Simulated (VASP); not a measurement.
The system is InAsS4.

```
In As S
1.0
     0.00000    4.02903    4.02903
     4.02903    0.00000    4.02903
     4.02903    4.02903    0.00000
In As S
1 1 4
Cartesian
  6.0435 6.0435 6.0435
  0.0000 0.0000 0.0000
  3.0166 5.0415 5.0415
  3.0166 3.0166 3.0166
  5.0415 5.0415 3.0166
  5.0415 3.0166 5.0415
```

```yaml
Program: VASP 6.6.1
Task: relaxation of cell and atoms
Functional: PBE
Potentials_or_basis: VASP PAW PBE potentials, release 64 (In_d, As, S)
Cutoff: 600 eV
k_mesh: 4 × 4 × 4
Occupations: gaussian, width 0.1 eV
Spin: no spin polarisation
```

At the start: pressure -4.9 GPa; volume 21.80 Å³/atom.

Task: Where does the relaxation end?

Result: Over 14 steps the energy falls by 55.4 meV/atom and the volume is 19.66 Å³/atom (-9.8 %); space group F-43m (No. 216, to 0.05 Å).

Step by step:
| step | energy change (eV) | largest force (eV/Å) | pressure (GPa) | volume (Å³) |
| --- | --- | --- | --- | --- |
| 1 | 0.0000 | 0.0616 | -4.85 | 130.81 |
| 2 | -0.2371 | 0.1312 | -1.04 | 118.70 |
| 3 | -0.2451 | 0.1454 | -0.01 | 116.37 |
| 4 | -0.2450 | 0.1469 | 0.13 | 116.09 |
| 5 | -0.2497 | 0.1688 | 0.15 | 116.01 |
| 6 | -0.2668 | 0.2116 | 0.25 | 115.77 |
| 7 | -0.3039 | 0.1869 | 0.67 | 115.30 |
| 8 | -0.2821 | 0.3419 | 2.57 | 114.35 |
| 9 | -0.3180 | 0.0795 | 1.09 | 115.00 |
| 10 | -0.3192 | 0.0049 | 1.33 | 114.86 |
| 11 | -0.3221 | 0.0167 | 1.23 | 115.24 |
| 12 | -0.3264 | 0.0851 | 0.92 | 116.39 |
| 13 | -0.3292 | 0.0598 | 0.68 | 116.80 |
| 14 | -0.3324 | 0.0055 | 0.06 | 117.93 |

Final structure:
```yaml
crystal:
  lattice:
    - [0.00000, 3.89227, 3.89227]
    - [3.89227, 0.00000, 3.89227]
    - [3.89227, 3.89227, 0.00000]
  atoms:
    - { symbol: In, position: [0.75000, 0.75000, 0.75000] }
    - { symbol: As, position: [0.00000, 0.00000, 0.00000] }
    - { symbol: S, position: [0.84723, 0.38426, 0.38426] }
    - { symbol: S, position: [0.38426, 0.38426, 0.38426] }
    - { symbol: S, position: [0.38426, 0.38426, 0.84723] }
    - { symbol: S, position: [0.38426, 0.84723, 0.38426] }
```
